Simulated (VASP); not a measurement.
**Cd: relaxation of cell and atoms with LDA**

Cd:

```
Cd
1.0
     0.00000    3.04000    3.04000
     3.04000    0.00000    3.04000
     3.04000    3.04000    0.00000
Cd
2
Direct
  0.00000 0.00000 0.00000
  0.25000 0.25000 0.25000
```

This isn't the form of Cd at room conditions, which is hcp.

* Program: VASP 6.6.1
* Task: relaxation of cell and atoms
* Functional: LDA
* Potentials or basis: VASP PAW LDA potentials, release 64 (Cd_sv_GW)
* Cutoff: 630 eV
* k mesh: 6 × 6 × 6
* Occupations: gaussian, width 0.1 eV
* Spin: no spin polarisation
* Dipole correction: no
* Further INCAR settings: ALGO = Normal; EDIFF = 1e-07; IBRION = 2; EDIFFG = -0.03; NSW = 60; ISIF = 3

- Relaxed volume: 31.34 Å³/atom
- Relaxed cell: a = 4.459 Å, b = 4.459 Å, c = 4.459 Å, α = 60.00°, β = 60.00°, γ = 60.00°
- Space group after relaxing (to 0.1 Å): Fd-3m (No. 227)
- Energy gained by relaxing: 43.5 meV/atom
- Ionic steps: 3
- Pressure after relaxing: 0.0 GPa
- Band gap on the k mesh: zero (bands 20 and 21 overlap by 5.64 eV)

The path:
| step | energy change (eV) | largest force (eV/Å) | pressure (GPa) | volume (Å³) |
| --- | --- | --- | --- | --- |
| 1 | 0.0000 | 0.0000 | 4.73 | 56.19 |
| 2 | -0.0866 | 0.0000 | -0.27 | 63.21 |
| 3 | -0.0870 | 0.0000 | 0.02 | 62.67 |

Final structure:
```
CELL_PARAMETERS angstrom
0.00000 3.15270 3.15270
3.15270 0.00000 3.15270
3.15270 3.15270 0.00000
ATOMIC_POSITIONS crystal
Cd 0.00000 0.00000 0.00000
Cd 0.25000 0.25000 0.25000
```

Levels at points of the mesh, in eV from the Fermi level:
```
           k point  band 18  band 19  band 20  band 21  band 22  band 23
(0.00, 0.00, 0.00)    -8.21    -7.13     4.95     4.95     4.95     6.08
(0.50, 0.00, 0.00)    -8.19    -4.52    -2.90     3.03     3.03     5.21
(0.50, 0.50, 0.00)    -8.12    -3.06    -3.06     0.90     0.90     4.08
```

It took 110 s on 1 thread of Intel(R) Xeon(R) Platinum 8375C CPU @ 2.90GHz (Ice Lake) (shared host), peak memory 0.19 GiB.
